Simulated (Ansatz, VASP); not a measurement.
# LiCl in VASP and in Ansatz

File INCAR:

```
PREC = Accurate
ENCUT = 520
EDIFF = 1E-6
ISMEAR = 0
SIGMA = 0.05
LREAL = False
LASPH = True
NELM = 60
ALGO = Normal
ISIF = 2
LWAVE = False
LCHARG = True
GGA = PE
LELF = True
LVHAR = True
NBANDS = 12
```

Contents of KPOINTS:

```
Automatic mesh
0
Gamma
  8 8 8
```

POSCAR

```
LiCl
1.0
    0.0000000000      2.6673504000      2.7699408000
    2.6673504000      0.0000000000      2.7699408000
    2.6673504000      2.6673504000      0.0000000000
Li Cl
1 1
Direct
    0.0000000000      0.0000000000      0.0000000000
    0.5000000000      0.5000000000      0.5000000000
```

Input for Ansatz:

```yaml
crystal:
  lattice:
    - [0.0, 2.6673504, 2.7699408]
    - [2.6673504, 0.0, 2.7699408]
    - [2.6673504, 2.6673504, 0.0]
  atoms:
    - { symbol: Li, position: [0.0, 0.0, 0.0] }
    - { symbol: Cl, position: [0.5, 0.5, 0.5] }
basis:
  ecutwfc: 420
kpoints:
  mp_grid: { grid: [8, 8, 8] }
hamiltonian:
  xc: pbe
scf:
  occupations: { method: gaussian, width: 0.05 }
output:
  forces: true
  stress: true
  eigenvalues: true
```

Change from the starting cell: strain +0.040 along x and y, +0.080 along z, atoms carried along.

Alike in both runs: task single point; functional PBE; k mesh 8 × 8 × 8; occupations gaussian, width 0.05 eV; no spin polarisation.

```csv
,VASP,Ansatz
version,VASP 6.6.1,Ansatz 0.2.0
potentials or method,"VASP PAW PBE potentials, release 64 (Li_sv, Cl), cutoff 520 eV","scalar-relativistic, plane waves, PAW"
valence electrons in the cell,10,10
```

Ansatz gave:

```
gap on the k mesh at the Fermi level (eV) : 5.49
least direct gap on the mesh (eV)         : 5.49
```

**Question.** Estimate VASP's values.

**Answer.** gap on the k mesh at the Fermi level (eV): 5.50; least direct gap on the mesh (eV): 5.50.

The functional is the same, so the differences come from potentials, cutoffs and numerics.

Noted on VASP's run: the cutoff is short for stress, so the pressure is rough.
